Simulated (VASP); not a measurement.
# NbSiO4 (P4/mmm) in VASP: a series of runs

The runs below take NbSiO4 through single point, with PBE.

All numbers are computed with VASP 6.6.1; they aren't measurements. Logs are shortened: lines on timing, memory, paths and dates and some standing lists are left out, and cuts for length are marked.

## Step 1: The cell of the first run

The structure is tetragonal, space group P4/mmm (No. 123). Conventional cell: a = 3.385 Å, b = 3.385 Å, c = 4.885 Å, α = 90.00°, β = 90.00°, γ = 90.00°. Within 2.8 Å of Nb (site symmetry 4/mmm) lie 8 O at 2.12 Å. Within 2.7 Å of Si (site symmetry 4/mmm) lie 8 O at 2.05 Å. Within 2.7 Å of O (site symmetry 2mm) lie 2 Si at 2.05 Å and 2 Nb at 2.12 Å and 6 O at 2.32 to 2.56 Å.

The cell was generated, and may not be a known phase.

## Step 2: Single point, PBE

Contents of INCAR:

```
PREC     = Accurate       # precision mode
ENCUT    = 520            # plane-wave cutoff, eV
EDIFF    = 1E-7           # SCF threshold, eV
ISMEAR   = 0              # smearing method
SIGMA    = 0.1            # smearing width, eV
LREAL    = F              # projectors in reciprocal space
LASPH    = T              # aspherical terms in the spheres
NELM     = 100            # most SCF steps
ALGO     = Normal         # electronic algorithm
ISIF     = 2              # what is computed and relaxed
LWAVE    = F              # write WAVECAR
LCHARG   = T              # write CHGCAR
GGA      = PE             # functional
LELF     = T              # ELF
LVHAR    = T            
NBANDS   = 30             # bands
```

Contents of KPOINTS:

```
regular mesh
0
Gamma
  6 6 4
```

Contents of POSCAR:

```
NbSiO4
1.0
    3.3847946695      0.0000000000      0.0000000000
    0.0000000000      3.3847946695      0.0000000000
    0.0000000000      0.0000000000      4.8850601741
Nb Si O
1 1 4
Direct
    0.0000000000      0.0000000000      0.5000000000
    0.5000000000      0.5000000000      0.0000000000
    0.5000000000      0.0000000000      0.2379148309
    0.5000000000      0.0000000000      0.7620851691
    0.0000000000      0.5000000000      0.7620851691
    0.0000000000      0.5000000000      0.2379148309
```

Potentials or basis: VASP PAW PBE potentials, release 64 (Nb_sv, Si, O).

Run with:

```bash
> cat potpaw_PBE.64/Nb_sv/POTCAR potpaw_PBE.64/Si/POTCAR potpaw_PBE.64/O/POTCAR > POTCAR
> mpirun -np 1 vasp_std > vasp.out
```

OUTCAR:

```text
PREC = Accurate
   ENCUT = 520
   EDIFF = 1E-7
   ISMEAR = 0
   LREAL = F
   LASPH = T
   NELM = 100
   ISIF = 2
   GGA = PE

 ion  position               nearest neighbor table
   1  0.000  0.000  0.500-   3 2.12   4 2.12   5 2.12   6 2.12   5 2.12   6 2.12   3 2.12   4 2.12

   2  0.500  0.500  0.000-   3 2.05   4 2.05   5 2.05   6 2.05   3 2.05   4 2.05   5 2.05   6 2.05

   3  0.500  0.000  0.238-   2 2.05   2 2.05   1 2.12   1 2.12
   4  0.500  0.000  0.762-   2 2.05   2 2.05   1 2.12   1 2.12
   5  0.000  0.500  0.762-   2 2.05   2 2.05   1 2.12   1 2.12
   6  0.000  0.500  0.238-   2 2.05   2 2.05   1 2.12   1 2.12

  LATTYP: Found a simple tetragonal cell.
 ALAT       =     3.3847946695
 C/A-ratio  =     1.4432367842

  Lattice vectors:

 A1 = (   3.3847946695,   0.0000000000,   0.0000000000)
 A2 = (   0.0000000000,   3.3847946695,   0.0000000000)
 A3 = (   0.0000000000,   0.0000000000,   4.8850601741)

Analysis of symmetry for initial positions (statically):
=====================================================================
 Subroutine PRICEL returns:
 Original cell was already a primitive cell.

 Routine SETGRP: Setting up the symmetry group for a
 simple tetragonal supercell.

 Subroutine GETGRP returns: Found 16 space group operations
 (whereof 16 operations were pure point group operations)
 out of a pool of 16 trial point group operations.

The static configuration has the point symmetry D_4h.

Analysis of symmetry for dynamics (positions and initial velocities):
=====================================================================
 Subroutine PRICEL returns:
 Original cell was already a primitive cell.

 Routine SETGRP: Setting up the symmetry group for a
 simple tetragonal supercell.

 Subroutine GETGRP returns: Found 16 space group operations
 (whereof 16 operations were pure point group operations)
 out of a pool of 16 trial point group operations.

The dynamic configuration has the point symmetry D_4h.

 Subroutine INISYM returns: Found 16 space group operations
 (whereof 16 operations are pure point group operations),
 and found     1 'primitive' translations

----------------------------------------------------------------------------------------

                                     Primitive cell

  volume of cell :      55.9673

  direct lattice vectors                    reciprocal lattice vectors
     3.384794670  0.000000000  0.000000000     0.295438896  0.000000000  0.000000000
     0.000000000  3.384794670  0.000000000     0.000000000  0.295438896  0.000000000
[... 93 lines left out ...]
   EDIFF  = 0.1E-06   stopping-criterion for ELM
   LREAL  =      F    real-space projection
   EDIFFG = 0.1E-05   stopping-criterion for IOM
   NSW    =      0    number of steps for IOM
   IBRION =     -1    ionic relax: 0-MD 1-quasi-New 2-CG
   NFREE  =      0    steps in history (QN), initial steepest desc. (CG)
   ISIF   =      2    stress and relaxation
   ISYM   =      2    0-nonsym 1-usesym 2-fastsym
   POTIM  = 0.5000    time-step for ionic-motion
   TEBEG  =    0.0;   TEEND  =   0.0 temperature during run
   PSTRESS=    0.0 pullay stress
   NELECT =      41.0000    total number of electrons
   NUPDOWN=      -1.0000    fix difference up-down
   EMIN   =  10.00;   EMAX   =-10.00  energy-range for DOS
   EFERMI =   0.00;   METHOD = LEGACY
   ISMEAR =     0;   SIGMA  =   0.10  broadening in eV -4-tet -1-fermi 0-gaus
   EFERMI_NEDOS =   21; number of points for ismear=-14 and -15
   IALGO  =     38    algorithm
   IMIX   =      4    mixing-type and parameters
     AMIX     =   0.40;   BMIX     =  1.00
     AMIX_MAG =   1.60;   BMIX_MAG =  1.00
  volume/ion in A,a.u.               =       9.33        62.95
  Fermi-wavevector in a.u.,A,eV,Ry     =   1.475790  2.788839 29.632896  2.177956
  Thomas-Fermi vector in A             =   2.590396
   LORBIT       =      0    0 simple, 1 ext, 2 COOP (PROOUT), +10 PAW based schemes
   GGA     = PE    functional components
   LHFCALC =     F    Hartree Fock is set to
   AEXX    =    0.0000 exact exchange contribution
   IVDW    =     0    specifies the selected vdW correction
   LEPSILON=     F    determine dielectric tensor
   LRPA    =     F    only Hartree local field effects (RPA)
 non-spin polarized calculation
 Gauss-broadening in eV      SIGMA  =   0.10
  energy-cutoff  :      520.00
  volume of cell :       55.97
 maximum number of plane-waves:      1522
 NGX is ok and might be reduce to    28
   NGX = 13   NGY = 13   NGZ = 19

 number of electron      40.9999979 magnetization

 Free energy of the ion-electron system (eV)
  ---------------------------------------------------
  ext. energy  EPLUGINS =         0.00000000
  ---------------------------------------------------
  free energy    TOTEN  =       -47.37518892 eV

  energy without entropy =      -47.36702478  energy(sigma->0) =      -47.37110685

 E-fermi :   9.8796     XC(G=0): -12.2124

 val. band max:        9.8181754382   @ k =   0.1667   0.1667   0.2500
 cond. band min:       9.9390195527   @ k =   0.5000   0.1667   0.2500
 fundamental gap:      0.1208441146
 Fermi energy:         9.8795604334

 k-point     1 :       0.0000    0.0000    0.0000
  band No.  band energies     occupation
      1     -47.0246      2.00000
      2     -23.2377      2.00000
      3     -22.9464      2.00000
      4     -22.9464      2.00000
      5     -12.2492      2.00000
      6      -9.9593      2.00000
[... 781 lines left out ...]
     29      17.5220      0.00000
     30      18.7634      0.00000

 [... further k-points ...]
[... 5 lines left out ...]
  --------------------------------------------------------------------------------------
  -------------------------------------------------------------------------------------
  Total       -0.0053785     -0.0053785     -0.0248177      0.0000000      0.0000000     -0.0000000
  in kB       -0.1539701     -0.1539701     -0.7104560      0.0000000      0.0000000     -0.0000000
  external PRESSURE =      -0.3394654 kB  Pullay stress =       0.0000000 kB

 VOLUME and BASIS-vectors are now :
 -----------------------------------------------------------------------------
  energy-cutoff  :      520.00
  volume of cell :       55.97
      direct lattice vectors                 reciprocal lattice vectors
     3.384794670  0.000000000  0.000000000     0.295438896  0.000000000  0.000000000
     0.000000000  3.384794670  0.000000000     0.000000000  0.295438896  0.000000000
     0.000000000  0.000000000  4.885060174     0.000000000  0.000000000  0.204705769

 POSITION                                       TOTAL-FORCE (eV/Angst)
 -----------------------------------------------------------------------------------
      0.00000      0.00000      2.44253         0.000000      0.000000      0.000000
      1.69240      1.69240      0.00000         0.000000      0.000000      0.000000
      1.69240      0.00000      1.16223        -0.000000      0.000000      0.021503
      1.69240      0.00000      3.72283         0.000000      0.000000     -0.021503
      0.00000      1.69240      3.72283        -0.000000     -0.000000     -0.021503
      0.00000      1.69240      1.16223         0.000000      0.000000      0.021503
 -----------------------------------------------------------------------------------
    total drift:                                0.000000     -0.000000     -0.000000

  FREE ENERGIE OF THE ION-ELECTRON SYSTEM (eV)
  ---------------------------------------------------
  free  energy   TOTEN  =       -47.3751889223 eV

  energy  without entropy=      -47.3670247815  energy(sigma->0) =      -47.37110685
```

OSZICAR:

```text
N       E                     dE             d eps       ncg     rms          rms(c)
DAV:   1     0.334234842852E+03    0.33423E+03   -0.22748E+04  1800   0.137E+03
DAV:   2    -0.323832759967E+02   -0.36662E+03   -0.35376E+03  2246   0.429E+02
DAV:   3    -0.555608385194E+02   -0.23178E+02   -0.22906E+02  2816   0.984E+01
DAV:   4    -0.564503140380E+02   -0.88948E+00   -0.88755E+00  2694   0.159E+01
DAV:   5    -0.564705549231E+02   -0.20241E-01   -0.20239E-01  2576   0.193E+00    0.190E+01
DAV:   6    -0.477257852755E+02    0.87448E+01   -0.39616E+01  2382   0.429E+01    0.671E+00
DAV:   7    -0.474058700873E+02    0.31992E+00   -0.35451E+00  2706   0.140E+01    0.359E+00
DAV:   8    -0.473732175339E+02    0.32653E-01   -0.18734E-01  2732   0.325E+00    0.169E+00
DAV:   9    -0.473740496647E+02   -0.83213E-03   -0.46761E-02  2586   0.158E+00    0.340E-01
DAV:  10    -0.473749430852E+02   -0.89342E-03   -0.36110E-03  2406   0.418E-01    0.122E-01
DAV:  11    -0.473751472057E+02   -0.20412E-03   -0.36982E-04  2612   0.134E-01    0.346E-02
DAV:  12    -0.473751840165E+02   -0.36811E-04   -0.64322E-05  2348   0.615E-02    0.112E-02
DAV:  13    -0.473751885061E+02   -0.44895E-05   -0.76249E-06  2488   0.169E-02    0.508E-03
DAV:  14    -0.473751889622E+02   -0.45616E-06   -0.88857E-07  2320   0.524E-03    0.144E-03
DAV:  15    -0.473751889223E+02    0.39905E-07   -0.18145E-07  1930   0.246E-03
   1 F= -.47375189E+02 E0= -.47371107E+02  d E =-.816414E-02
```

stdout:

```text
POSCAR found type information on POSCAR NbSiO
 POSCAR found :  3 types and       6 ions
 scaLAPACK will be used
 LDA part: xc-table for (Slater+PW92), standard interpolation
 POSCAR, INCAR and KPOINTS ok, starting setup
 FFT: planning ... GRIDC
 FFT: planning ... GRID_SOFT
 FFT: planning ... GRID
 WAVECAR not read
 entering main loop
```

It took 26 s on 1 thread of AMD EPYC 9R45 (Zen 5), shared host; peak memory 0.17 GiB.

What came out:

```
Free energy            : -47.3752 eV
Pressure               : 0.0 GPa
Largest force          : 0.022 eV/Å
Band gap on the k mesh : zero (an odd number of electrons rules out a gap without spin polarisation)
```

Forces in eV/Å, atoms in the order of the input:
```
Nb   0.000  0.000  0.000
Si   0.000  0.000  0.000
O    0.000  0.000  0.022
O    0.000  0.000 -0.022
O    0.000  0.000 -0.022
O    0.000  0.000  0.022
```

Caveat: an odd number of electrons without spin polarisation forces a metal; a magnetic or distorted state may lie lower.

## Step 3: Single point, PBE

This run uses another cell than the first one, of 10.61 Å³/atom.

Contents of INCAR:

```
PREC = Accurate ; ENCUT = 520
EDIFF = 1E-6 ; ISMEAR = 0
SIGMA = 0.1 ; LREAL = False
LASPH = True ; NELM = 60
ALGO = Normal ; ISIF = 2
LWAVE = False ; LCHARG = False
GGA = PE ; NBANDS = 30
```

Contents of KPOINTS:

```
Automatic mesh
0
Gamma
  6 6 4
```

Contents of POSCAR:

```
NbSiO4
1.0
    3.5329351100      0.0000000000      0.0000000000
    0.0000000000      3.5329351100      0.0000000000
    0.0000000000      0.0000000000      5.0997052700
Nb Si O
1 1 4
Direct
    0.0000000000      0.0000000000      0.5000000000
    0.5000000000      0.5000000000      0.0000000000
    0.5000000000      0.0000000000      0.2657380100
    0.5000000000      0.0000000000      0.7342619900
    0.0000000000      0.5000000000      0.7342619900
    0.0000000000      0.5000000000      0.2657380100
```

Potentials or basis: VASP PAW PBE potentials, release 64 (Nb_sv, Si, O).

Run with:

```bash
> cat potpaw_PBE.64/Nb_sv/POTCAR potpaw_PBE.64/Si/POTCAR potpaw_PBE.64/O/POTCAR > POTCAR
> mpirun -np 1 vasp_std > vasp.out
```

Wall time 32 s (1 thread of AMD EPYC 9R45 (Zen 5), shared host); peak memory 0.18 GiB.

It converged, with:

* Free energy: -46.4727 eV
* Pressure: -14.7 GPa
* Largest force: 1.582 eV/Å
* Band gap on the k mesh: zero (an odd number of electrons rules out a gap without spin polarisation)

Forces in eV/Å, atoms in the order of the input:
```
Nb   0.000  0.000  0.000
Si   0.000  0.000  0.000
O    0.000  0.000 -1.582
O    0.000  0.000  1.582
O    0.000  0.000  1.582
O    0.000  0.000 -1.582
```

Stress tensor (GPa, compression positive):
```
-13.45   0.00   0.00
  0.00 -13.45   0.00
  0.00   0.00 -17.18
```

Levels at points of the mesh, in eV from the Fermi level:
| k point | band 17 | band 18 | band 19 | band 20 | band 21 | band 22 | band 23 | band 24 |
| --- | --- | --- | --- | --- | --- | --- | --- | --- |
| (0.00, 0.00, 0.00) | -2.26 | -2.18 | -2.18 | -1.96 | -1.42 | 0.55 | 1.79 | 4.45 |
| (0.50, 0.00, 0.00) | -3.51 | -3.49 | -2.89 | -1.85 | 0.52 | 0.99 | 1.11 | 2.65 |
| (0.50, 0.50, 0.00) | -2.77 | -2.31 | -1.68 | -1.55 | -0.99 | 0.88 | 3.36 | 3.36 |
| (0.00, 0.00, 0.50) | -2.84 | -2.84 | -1.96 | -1.96 | 0.56 | 0.64 | 0.93 | 3.80 |
| (0.50, 0.00, 0.50) | -4.28 | -4.09 | -3.42 | -3.26 | 0.69 | 1.69 | 1.78 | 3.45 |
| (0.50, 0.50, 0.50) | -3.90 | -1.78 | -1.30 | -1.27 | 0.75 | 0.84 | 0.97 | 2.75 |

Caveat: the cell stands under tension; an odd number of electrons without spin polarisation forces a metal; a magnetic or distorted state may lie lower.

## Step 4: Single point, PBE

Contents of INCAR:

```
PREC     = Accurate       # precision mode
ENCUT    = 520            # plane-wave cutoff, eV
EDIFF    = 1E-6           # SCF threshold, eV
ISMEAR   = 0              # smearing method
SIGMA    = 0.1            # smearing width, eV
LREAL    = False          # projectors in reciprocal space
LASPH    = True           # aspherical terms in the spheres
NELM     = 60             # most SCF steps
ALGO     = Normal         # electronic algorithm
ISIF     = 2              # what is computed and relaxed
LWAVE    = False          # write WAVECAR
LCHARG   = True           # write CHGCAR
GGA      = PE             # functional
LELF     = True           # ELF
LVHAR    = True         
NBANDS   = 30             # bands
```

Contents of KPOINTS:

```
Automatic mesh
0
Gamma
  12 12 8
```

Contents of POSCAR:

```
NbSiO4
1.0
    3.3816998661      0.0000000000      0.0000000000
    0.0000000000      3.3816998661      0.0000000000
    0.0000000000      0.0000000000      4.8883497508
Nb Si O
1 1 4
Direct
    0.0000000000      0.0000000000      0.5000000000
    0.5000000000      0.5000000000      0.0000000000
    0.5000000000      0.0000000000      0.2376365625
    0.5000000000      0.0000000000      0.7623634375
    0.0000000000      0.5000000000      0.7623634375
    0.0000000000      0.5000000000      0.2376365625
```

Run with:

```bash
> cat potpaw_PBE.64/Nb_sv/POTCAR potpaw_PBE.64/Si/POTCAR potpaw_PBE.64/O/POTCAR > POTCAR
> mpirun -np 1 vasp_std > vasp.out
```

Run time: 1.8 min. Hardware: 1 thread of AMD EPYC 9R45 (Zen 5), shared host; peak memory 0.29 GiB.

Results (log left out):

- Free energy: -47.3854 eV
- Pressure: -0.1 GPa
- Largest force: 0.018 eV/Å
- Band gap on the k mesh: zero (an odd number of electrons rules out a gap without spin polarisation)

Forces in eV/Å, atoms in the order of the input:
```
Nb   0.000  0.000  0.000
Si   0.000  0.000  0.000
O    0.000  0.000  0.018
O    0.000  0.000 -0.018
O    0.000  0.000 -0.018
O    0.000  0.000  0.018
```

Levels at points of the mesh, in eV from the Fermi level:
```tsv
k point	band 18	band 19	band 20	band 21	band 22	band 23	band 24	band 25
(0.00, 0.00, 0.00)	-2.87	-2.87	-2.03	-1.95	0.43	1.70	4.05	4.50
(0.50, 0.00, 0.00)	-4.14	-3.76	-2.49	0.43	0.45	2.55	2.73	3.99
(0.50, 0.50, 0.00)	-2.47	-2.37	-1.91	-1.69	1.28	3.74	3.74	3.95
(0.00, 0.00, 0.50)	-3.83	-2.41	-2.41	0.23	0.45	0.76	3.79	3.79
(0.50, 0.00, 0.50)	-4.39	-4.30	-4.03	0.65	1.09	3.13	3.75	4.38
(0.50, 0.50, 0.50)	-2.32	-2.18	-1.86	-0.08	1.32	2.37	3.12	3.12
```

Caveat: an odd number of electrons without spin polarisation forces a metal; a magnetic or distorted state may lie lower.

## Step 5: Summary

```tsv
cell	k mesh	gap on the mesh (eV)	pressure (GPa)	largest force (eV/Å)
a = 3.385, b = 3.385, c = 4.885 Å, 6 atoms, atomic positions A	6 × 6 × 4	none	0.0	0.02
a = 3.533, b = 3.533, c = 5.100 Å, 6 atoms, atomic positions B	6 × 6 × 4	none	-14.7	1.58
a = 3.382, b = 3.382, c = 4.888 Å, 6 atoms, atomic positions C	12 × 12 × 8	none	-0.1	0.02
```

Alike in all rows: task single point; level PBE; potentials or basis VASP PAW PBE potentials, release 64 (Nb_sv, Si, O); no spin polarisation; cutoff (eV) 520; smearing gaussian 0.1 eV.

Caveats: an odd number of electrons without spin polarisation forces a metal; a magnetic or distorted state may lie lower; the cell stands under tension (at least some runs).

Total energies depend on the potentials used, so only differences within one code and one set of settings carry meaning.

The gap in the log of VASP goes by the Fermi energy; the results here count the filled bands.